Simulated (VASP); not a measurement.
# C (P6_3/mmc) in VASP: notebook

The runs below take C through single point, relaxation of cell and atoms, with PBE.

All numbers are computed with VASP 6.6.1; they aren't measurements. Logs are shortened: lines on timing, memory, paths and dates and some standing lists are left out, and cuts for length are marked.

**1. The cell of the first run**

The structure is hexagonal, space group P6_3/mmc (No. 194). The conventional cell has a = 2.467 Å, b = 2.467 Å, c = 8.529 Å, α = 90.00°, β = 90.00°, γ = 120.00°. C (site symmetry -6m2) has 3 C at 1.42 Å within 1.9 Å. C (site symmetry -6m2) has 3 C at 1.42 Å within 1.9 Å.

**2. Single point, PBE**

INCAR reads:

```
PREC     = Accurate       # precision mode
ENCUT    = 520            # plane-wave cutoff, eV
EDIFF    = 1E-6           # SCF threshold, eV
ISMEAR   = 0              # smearing method
SIGMA    = 0.1            # smearing width, eV
LREAL    = False          # projectors in reciprocal space
LASPH    = True           # aspherical terms in the spheres
NELM     = 60             # most SCF steps
ALGO     = Normal         # electronic algorithm
ISIF     = 2              # what is computed and relaxed
LWAVE    = False          # write WAVECAR
LCHARG   = False          # write CHGCAR
GGA      = PE             # functional
NBANDS   = 16             # bands
```

KPOINTS reads:

```
Automatic mesh
0
Gamma
  21 21 6
```

POSCAR reads:

```
C
1.0
    2.4665103075      0.0000000000      0.0000000000
   -1.2332551538      2.1360605850      0.0000000000
    0.0000000000      0.0000000000      8.5291083331
C
4
Direct
    0.0000000000      0.0000000000      0.2500000000
    0.0000000000      0.0000000000      0.7500000000
    0.3333333333      0.6666666667      0.2500000000
    0.6666666667      0.3333333333      0.7500000000
```

Potentials or basis: VASP PAW PBE potentials, release 64 (C).

On the command line:

```
cat potpaw_PBE.64/C/POTCAR > POTCAR
mpirun -np 1 vasp_std > vasp.out
```

OUTCAR:

```text
PREC = Accurate
   ENCUT = 520
   EDIFF = 1E-6
   ISMEAR = 0
   LREAL = False
   LASPH = True
   NELM = 60
   ISIF = 2
   GGA = PE

 ion  position               nearest neighbor table
   1  0.000  0.000  0.250-   3 1.42   3 1.42   3 1.42
   2  0.000  0.000  0.750-   4 1.42   4 1.42   4 1.42
   3  0.333  0.667  0.250-   1 1.42   1 1.42   1 1.42
   4  0.667  0.333  0.750-   2 1.42   2 1.42   2 1.42

  LATTYP: Found a hexagonal cell.
 ALAT       =     2.4665103075
 C/A-ratio  =     3.4579658180

  Lattice vectors:

 A1 = (   2.4665103075,   0.0000000000,   0.0000000000)
 A2 = (  -1.2332551538,   2.1360605850,   0.0000000000)
 A3 = (   0.0000000000,   0.0000000000,   8.5291083331)

Analysis of symmetry for initial positions (statically):
=====================================================================
 Subroutine PRICEL returns:
 Original cell was already a primitive cell.

 Routine SETGRP: Setting up the symmetry group for a
 hexagonal supercell.

 Subroutine GETGRP returns: Found 24 space group operations
 (whereof 12 operations were pure point group operations)
 out of a pool of 24 trial point group operations.

The static configuration has the point symmetry D_3d.
 The point group associated with its full space group is D_6h.

Analysis of symmetry for dynamics (positions and initial velocities):
=====================================================================
 Subroutine PRICEL returns:
 Original cell was already a primitive cell.

 Routine SETGRP: Setting up the symmetry group for a
 hexagonal supercell.

 Subroutine GETGRP returns: Found 24 space group operations
 (whereof 12 operations were pure point group operations)
 out of a pool of 24 trial point group operations.

The dynamic configuration has the point symmetry D_3d.
 The point group associated with its full space group is D_6h.

 Subroutine INISYM returns: Found 24 space group operations
 (whereof 12 operations are pure point group operations),
 and found     1 'primitive' translations

----------------------------------------------------------------------------------------

                                     Primitive cell

  volume of cell :      44.9366

  direct lattice vectors                    reciprocal lattice vectors
     2.466510308  0.000000000  0.000000000     0.405431105  0.234075758  0.000000000
    -1.233255154  2.136060585  0.000000000     0.000000000  0.468151515  0.000000000
     0.000000000  0.000000000  8.529108333     0.000000000  0.000000000  0.117245550

  length of vectors
     2.466510308  2.466510308  8.529108333     0.468151515  0.468151515  0.117245550

  position of ions in fractional coordinates (direct lattice)
     0.000000000  0.000000000  0.250000000
     0.000000000  0.000000000  0.750000000
     0.333333333  0.666666667  0.250000000
     0.666666667  0.333333333  0.750000000

  ion indices of the primitive-cell ions
   primitive index   ion index
                 1           1
                 2           2
                 3           3
                 4           4

----------------------------------------------------------------------------------------

 KPOINTS: Automatic mesh

Automatic generation of k-mesh.
 Grid dimensions read from file:
 generate k-points for:   21   21    6

 Generating k-lattice:

  Cartesian coordinates                     Fractional coordinates (reciprocal lattice)
     0.019306243  0.011146465  0.000000000     0.047619048  0.000000000  0.000000000
     0.000000000  0.022292929  0.000000000     0.000000000  0.047619048  0.000000000
     0.000000000  0.000000000  0.019540925     0.000000000  0.000000000  0.166666667

  Length of vectors
     0.022292929  0.022292929  0.019540925

  Shift w.r.t. Gamma in fractional coordinates (k-lattice)
     0.000000000  0.000000000  0.000000000

 Subroutine IBZKPT returns following result:
 ===========================================

 Found    192 irreducible k-points:

 Following reciprocal coordinates:
            Coordinates               Weight
  0.000000  0.000000  0.000000      1.000000
  0.047619 -0.000000  0.000000      6.000000
  0.095238  0.000000  0.000000      6.000000
  0.142857 -0.000000  0.000000      6.000000
  0.190476  0.000000  0.000000      6.000000
  0.238095 -0.000000  0.000000      6.000000
[... 16 lines left out ...]
  0.142857  0.095238  0.000000     12.000000
  0.190476  0.095238  0.000000     12.000000
 [... further k-points ...]
   k-points           NKPTS =    192   k-points in BZ     NKDIM =    192   number of bands    NBANDS=     16
   number of dos      NEDOS =    301   number of ions     NIONS =      4
   total plane-waves  NPLWV =  20736
   dimension x,y,z NGX =    18 NGY =   18 NGZ =   64
   dimension x,y,z NGXF=    36 NGYF=   36 NGZF=  128
   ions per type =               4
   NGX,Y,Z   is equivalent  to a cutoff of  12.13, 12.13, 12.47 a.u.
   NGXF,Y,Z  is equivalent  to a cutoff of  24.26, 24.26, 24.95 a.u.
 SYSTEM =  unknown system
   PREC   = accura    normal or accurate (medium, high low for compatibility)
   ISTART =      0    job   : 0-new  1-cont  2-samecut
   ICHARG =      2    charge: 1-file 2-atom 10-const
   ISPIN  =      1    spin polarized calculation?
   LNONCOLLINEAR =      F non collinear calculations
   LSORBIT =      F    spin-orbit coupling
   LASPH  =      T    aspherical Exc in radial PAW
   ENCUT  =  520.0 eV  38.22 Ry    6.18 a.u.   4.59  4.59 15.86*2*pi/ulx,y,z
   NELM   =     60;   NELMIN=  2; NELMDL= -5     # of ELM steps
   EDIFF  = 0.1E-05   stopping-criterion for ELM
   LREAL  =      F    real-space projection
   EDIFFG = 0.1E-04   stopping-criterion for IOM
   NSW    =      0    number of steps for IOM
   IBRION =     -1    ionic relax: 0-MD 1-quasi-New 2-CG
   NFREE  =      0    steps in history (QN), initial steepest desc. (CG)
   ISIF   =      2    stress and relaxation
   ISYM   =      2    0-nonsym 1-usesym 2-fastsym
   POTIM  = 0.5000    time-step for ionic-motion
   TEBEG  =    0.0;   TEEND  =   0.0 temperature during run
   PSTRESS=    0.0 pullay stress
   NELECT =      16.0000    total number of electrons
   NUPDOWN=      -1.0000    fix difference up-down
   EMIN   =  10.00;   EMAX   =-10.00  energy-range for DOS
   EFERMI =   0.00;   METHOD = LEGACY
   ISMEAR =     0;   SIGMA  =   0.10  broadening in eV -4-tet -1-fermi 0-gaus
   EFERMI_NEDOS =   21; number of points for ismear=-14 and -15
   IALGO  =     38    algorithm
   IMIX   =      4    mixing-type and parameters
     AMIX     =   0.40;   BMIX     =  1.00
     AMIX_MAG =   1.60;   BMIX_MAG =  1.00
  volume/ion in A,a.u.               =      11.23        75.81
  Fermi-wavevector in a.u.,A,eV,Ry     =   1.160330  2.192705 18.318411  1.346365
  Thomas-Fermi vector in A             =   2.296913
   LORBIT       =      0    0 simple, 1 ext, 2 COOP (PROOUT), +10 PAW based schemes
   GGA     = PE    functional components
   LHFCALC =     F    Hartree Fock is set to
   AEXX    =    0.0000 exact exchange contribution
   IVDW    =     0    specifies the selected vdW correction
   LEPSILON=     F    determine dielectric tensor
   LRPA    =     F    only Hartree local field effects (RPA)
 non-spin polarized calculation
 Gauss-broadening in eV      SIGMA  =   0.10
  energy-cutoff  :      520.00
  volume of cell :       44.94
 maximum number of plane-waves:      1233
   NGX =  9   NGY =  9   NGZ = 31

 number of electron      15.9999993 magnetization

 Free energy of the ion-electron system (eV)
  ---------------------------------------------------
  ext. energy  EPLUGINS =         0.00000000
  ---------------------------------------------------
  free energy    TOTEN  =       -36.90566358 eV

  energy without entropy =      -36.90489437  energy(sigma->0) =      -36.90527897

 E-fermi :   2.7906     XC(G=0):  -8.7204

 val. band max:        2.7902007109   @ k =   0.3333   0.3333   0.1667
 cond. band min:       2.7908467822   @ k =   0.3333   0.3333   0.3333
 fundamental gap:      0.0006460713
 Fermi energy:         2.7905878301

 k-point     1 :       0.0000    0.0000    0.0000
  band No.  band energies     occupation
      1     -16.7420      2.00000
      2     -16.7062      2.00000
      3      -5.0556      2.00000
      4      -4.5740      2.00000
      5      -0.2534      2.00000
      6      -0.2534      2.00000
[... 8 lines left out ...]
     15      13.2125      0.00000
     16      14.1976      0.00000

 k-point     2 :       0.0476   -0.0000    0.0000
  band No.  band energies     occupation
      1     -16.6884      2.00000
      2     -16.6527      2.00000
      3      -4.9910      2.00000
      4      -4.5108      2.00000
      5      -0.4737      2.00000
      6      -0.4721      2.00000
[... 8 lines left out ...]
     15      13.2847      0.00000
     16      14.0089      0.00000

 k-point     3 :       0.0952    0.0000    0.0000
  band No.  band energies     occupation
      1     -16.5276      2.00000
      2     -16.4924      2.00000
      3      -4.7976      2.00000
      4      -4.3216      2.00000
      5      -1.0916      2.00000
      6      -1.0890      2.00000
[... 8 lines left out ...]
     15      13.4647      0.00000
     16      13.4997      0.00000

 k-point     4 :       0.1429   -0.0000    0.0000
  band No.  band energies     occupation
      1     -16.2602      2.00000
      2     -16.2258      2.00000
      3      -4.4771      2.00000
      4      -4.0082      2.00000
      5      -2.0078      2.00000
      6      -2.0036      2.00000
[... 8 lines left out ...]
     15      13.0107      0.00000
     16      13.0154      0.00000

 k-point     5 :       0.1905    0.0000    0.0000
  band No.  band energies     occupation
      1     -15.8873      2.00000
      2     -15.8540      2.00000
      3      -4.0323      2.00000
      4      -3.5739      2.00000
      5      -3.1162      2.00000
      6      -3.1101      2.00000
[... 8 lines left out ...]
     15      14.3006      0.00000
     16      14.3056      0.00000

 k-point     6 :       0.2381   -0.0000    0.0000
  band No.  band energies     occupation
      1     -15.4104      2.00000
      2     -15.3785      2.00000
      3      -4.3310      2.00000
      4      -4.3228      2.00000
      5      -3.4684      2.00000
      6      -3.0244      2.00000
[... 8 lines left out ...]
     15      14.8193      0.00000
     16      15.7802      0.00000
[... 267 lines left out ...]
 k-point    21 :       0.4762    0.0476    0.0000
  band No.  band energies     occupation
      1     -11.4574      2.00000
      2     -11.4458      2.00000
      3     -10.4124      2.00000
      4     -10.4030      2.00000
      5      -3.8081      2.00000
      6      -3.8037      2.00000
[... 8 lines left out ...]
     15      15.3801      0.00000
     16      15.9876      0.00000

 k-point    22 :       0.0952    0.0952    0.0000
  band No.  band energies     occupation
      1     -16.1002      2.00000
      2     -16.0663      2.00000
      3      -4.2857      2.00000
      4      -3.8212      2.00000
      5      -2.3512      2.00000
      6      -2.3485      2.00000
[... 8 lines left out ...]
     15      12.9662      0.00000
     16      12.9736      0.00000

 k-point    23 :       0.1429    0.0952    0.0000
  band No.  band energies     occupation
      1     -15.7281      2.00000
      2     -15.6953      2.00000
      3      -3.8428      2.00000
      4      -3.3889      2.00000
      5      -3.2909      2.00000
      6      -3.2866      2.00000
[... 8 lines left out ...]
     15      13.6915      0.00000
     16      13.7141      0.00000

 k-point    24 :       0.1905    0.0952    0.0000
  band No.  band energies     occupation
      1     -15.2523      2.00000
      2     -15.2208      2.00000
      3      -4.3866      2.00000
      4      -4.3797      2.00000
      5      -3.2811      2.00000
      6      -2.8418      2.00000
[... 8 lines left out ...]
     15      14.6675      0.00000
     16      14.7600      0.00000

 [... further k-points ...]

------------------------ aborting loop because EDIFF is reached ----------------------------------------

  FORCE on cell =-STRESS in cart. coord.  units (eV):
  Direction    XX          YY          ZZ          XY          YZ          ZX
  --------------------------------------------------------------------------------------
  -------------------------------------------------------------------------------------
  Total        0.1550717      0.1550717     -0.0062828     -0.0000000      0.0000000      0.0000000
  in kB        5.5289553      5.5289553     -0.2240088     -0.0000000      0.0000000      0.0000000
  external PRESSURE =       3.6113006 kB  Pullay stress =       0.0000000 kB

 VOLUME and BASIS-vectors are now :
 -----------------------------------------------------------------------------
  energy-cutoff  :      520.00
  volume of cell :       44.94
      direct lattice vectors                 reciprocal lattice vectors
     2.466510308  0.000000000  0.000000000     0.405431105  0.234075758  0.000000000
    -1.233255154  2.136060585  0.000000000     0.000000000  0.468151515  0.000000000
     0.000000000  0.000000000  8.529108333     0.000000000  0.000000000  0.117245550

 POSITION                                       TOTAL-FORCE (eV/Angst)
 -----------------------------------------------------------------------------------
      0.00000      0.00000      2.13228         0.000000      0.000000      0.000000
      0.00000      0.00000      6.39683        -0.000000      0.000000      0.000000
     -0.00000      1.42404      2.13228        -0.000000      0.000000     -0.000000
      1.23326      0.71202      6.39683         0.000000      0.000000      0.000000
 -----------------------------------------------------------------------------------
    total drift:                                0.000000     -0.000000      0.000000

  FREE ENERGIE OF THE ION-ELECTRON SYSTEM (eV)
  ---------------------------------------------------
  free  energy   TOTEN  =       -36.9056635787 eV

  energy  without entropy=      -36.9048943680  energy(sigma->0) =      -36.90527897
```

Wall time 45 s (1 thread of Intel Xeon Platinum 8481C at 2.70GHz (Sapphire Rapids), shared host); peak memory 0.21 GiB.

Results:

| Quantity | Value |
| --- | --- |
| Free energy | -36.9057 eV |
| Pressure | 0.4 GPa |
| Band gap on the k mesh | zero (filled and empty bands touch) |

Levels at points of the mesh, in eV from the Fermi level:
```tsv
k point	band 5	band 6	band 7	band 8	band 9	band 10	band 11	band 12
(0.00, 0.00, 0.00)	-3.04	-3.04	-3.04	-3.04	3.08	6.39	8.30	8.30
(0.00, 0.00, 0.50)	-3.04	-3.04	-3.04	-3.04	4.35	4.35	8.30	8.30
```

Caveat: this functional lacks dispersion, which binds the layers, so the pressure and a relaxed spacing across them are unreliable.

**3. Relaxation of cell and atoms, PBE**

This run uses another cell than the first one, of 8.87 Å³/atom, 0.790 times its volume.

INCAR reads:

```
SYSTEM = C
PREC     = Accurate       ! precision mode
ENCUT    = 600            ! plane-wave cutoff, eV
EDIFF    = 1E-6           ! SCF threshold, eV
ISMEAR   = 0              ! smearing method
SIGMA    = 0.1            ! smearing width, eV
LREAL    = .FALSE.        ! projectors in reciprocal space
LASPH    = .TRUE.         ! aspherical terms in the spheres
NELM     = 60             ! most SCF steps
ALGO     = Normal         ! electronic algorithm
ISIF     = 3              ! what is computed and relaxed
LWAVE    = .FALSE.        ! write WAVECAR
LCHARG   = .FALSE.        ! write CHGCAR
GGA      = PE             ! functional
IBRION   = 2              ! ionic algorithm
NSW      = 70             ! ionic steps
EDIFFG   = -0.005         ! ionic threshold
```

KPOINTS reads:

```
regular mesh
0
G
  21 21 6
  0 0 0
```

POSCAR reads:

```
C
1.0
    2.4649740423      0.0000000000      0.0000000000
   -1.2324870212      2.1347301403      0.0000000000
    0.0000000000      0.0000000000      6.7441727653
C
4
Direct
    0.0000000000      0.0000000000      0.2500000000
    0.0000000000      0.0000000000      0.7500000000
    0.3333333333      0.6666666667      0.2500000000
    0.6666666667      0.3333333333      0.7500000000
```

Potentials or basis: VASP PAW PBE potentials, release 64 (C).

On the command line:

```
cat potpaw_PBE.64/C/POTCAR > POTCAR
mpirun -np 1 vasp_std > vasp.out
```

Run time: 7.2 min. Hardware: 1 thread of Intel Xeon Platinum 8481C at 2.70GHz (Sapphire Rapids), shared host; peak memory 0.22 GiB.

Results (log left out):

- Free energy: -36.9022 eV
- Relaxed volume: 10.43 Å³/atom
- Relaxed cell: a = 2.467 Å, b = 2.467 Å, c = 7.912 Å, α = 90.00°, β = 90.00°, γ = 120.00°
- Space group after relaxing (to 0.05 Å): P6_3/mmc (No. 194)
- Energy gained by relaxing: 11.1 meV/atom
- Ionic steps: 23
- Pressure after relaxing: 0.0 GPa
- Band gap on the k mesh: zero (filled and empty bands overlap)

Step by step:
```tsv
step	energy change (eV)	largest force (eV/Å)	pressure (GPa)	volume (Å³)
1	0.0000	0.0000	1.40	35.49
2	-0.0050	0.0000	0.08	35.89
3	-0.0099	0.0000	-2.89	36.85
4	-0.0110	0.0000	-2.87	36.91
5	-0.0142	0.0000	-2.56	37.06
6	-0.0200	0.0000	-2.04	37.38
7	-0.0290	0.0000	-1.17	38.01
8	-0.0388	0.0000	1.00	39.26
9	-0.0399	0.0000	1.89	39.77
10	-0.0428	0.0000	0.74	40.47
11	-0.0437	0.0000	0.03	40.94
12	-0.0432	0.0000	-1.38	41.87
13	-0.0439	0.0000	-0.43	41.25
14	-0.0439	0.0000	-0.59	41.32
15	-0.0439	0.0000	-0.48	41.28
16	-0.0442	0.0000	-0.36	41.57
17	-0.0443	0.0000	-0.30	41.67
18	-0.0443	0.0000	-0.22	41.88
19	-0.0443	0.0000	-0.24	41.79
20	-0.0443	0.0000	-0.25	41.83
21	-0.0443	0.0000	-0.23	41.81
22	-0.0443	0.0000	0.07	41.69
23	-0.0443	0.0000	0.01	41.71
```

Final structure:
```yaml
crystal:
  lattice:
    - [2.46710, 0.00000, 0.00000]
    - [-1.23355, 2.13657, 0.00000]
    - [0.00000, 0.00000, 7.91239]
  atoms:
    - { symbol: C, position: [0.00000, 0.00000, 0.25000] }
    - { symbol: C, position: [0.00000, 0.00000, 0.75000] }
    - { symbol: C, position: [0.33333, 0.66667, 0.25000] }
    - { symbol: C, position: [0.66667, 0.33333, 0.75000] }
```

Levels at points of the mesh, in eV from the Fermi level:
| k point | band 6 | band 7 | band 8 | band 9 | band 10 | band 11 |
| --- | --- | --- | --- | --- | --- | --- |
| (0.00, 0.00, 0.00) | -3.04 | -3.04 | -3.04 | 3.33 | 7.39 | 8.30 |
| (0.00, 0.00, 0.50) | -3.04 | -3.04 | -3.04 | 4.93 | 4.93 | 8.30 |

Caveat: the volume moved by over 15 % at a fixed basis, so the end points are rough; this functional lacks dispersion, which binds the layers, so the pressure and a relaxed spacing across them are unreliable.
